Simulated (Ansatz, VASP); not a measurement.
**GaP: VASP beside Ansatz**

```
Ga P
1.0
     0.00000    2.80700    2.80700
     2.80700    0.00000    2.80700
     2.80700    2.80700    0.00000
Ga P
1 1
Direct
  0.00000 0.00000 0.00000
  0.25000 0.25000 0.25000
```

Change from the starting cell: volume scaled by 1.06.

Alike in both runs: task single point; functional PBE; k mesh 13 × 13 × 13; occupations fermi-dirac, width 0.03 eV; no spin polarisation.

```csv
,VASP,Ansatz
version,VASP 6.6.1,Ansatz 0.2.0
potentials or method,"VASP PAW PBE potentials, release 64 (Ga_d, P), cutoff 520 eV","all-electron LAPW, scalar-relativistic"
```

|  | VASP | Ansatz | Ansatz less VASP |
| --- | --- | --- | --- |
| gap on the k mesh at the Fermi level (eV) | 1.11 | 1.11 | +0.006 |
| pressure (GPa) | -3.9 | -3.9 | -0.02 |

Ansatz ran all-electron here, and VASP with PAW potentials.
